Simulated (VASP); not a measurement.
Ta2N:

```
Ta N
1.0
     3.11286    0.00000    0.00000
    -1.55643    2.69582    0.00000
     0.00000    0.00000    4.86984
Ta N
2 1
Direct
  0.66667 0.33333 0.74529
  0.33333 0.66667 0.25471
  0.00000 0.00000 0.00000
```

- Program: VASP 6.6.1
- Task: relaxation of cell and atoms
- Functional: LDA
- Potentials or basis: VASP PAW LDA potentials, release 64 (Ta_pv, N)
- Cutoff: 600 eV
- k mesh: 9 × 9 × 4
- Occupations: gaussian, width 0.1 eV
- Spin: no spin polarisation

At the start: pressure -13.2 GPa; volume 13.62 Å³/atom.

Q: Where does the relaxation end?

A: Over 6 steps the energy falls by 27.8 meV/atom and the volume is 13.02 Å³/atom (-4.4 %); space group P-3m1 (No. 164, to 0.1 Å) before and after.

The path:
| step | energy change (eV) | largest force (eV/Å) | pressure (GPa) | volume (Å³) |
| --- | --- | --- | --- | --- |
| 1 | 0.0000 | 0.5603 | -13.24 | 40.87 |
| 2 | 0.6001 | 1.5955 | 52.36 | 34.56 |
| 3 | -0.0822 | 0.1533 | -0.53 | 39.12 |
| 4 | -0.0824 | 0.1325 | 0.08 | 39.05 |
| 5 | -0.0824 | 0.1223 | 0.36 | 39.01 |
| 6 | -0.0834 | 0.0178 | 0.26 | 39.07 |

Final structure:
```xyz
3
Lattice="3.0703 0.0000 0.0000 -1.5352 2.6590 0.0000 0.0000 0.0000 4.7856" Properties=species:S:1:pos:R:3 pbc="T T T"
Ta    1.5352    0.8863    3.5784
Ta    0.0000    1.7726    1.2072
N     0.0000    0.0000    4.7856
```
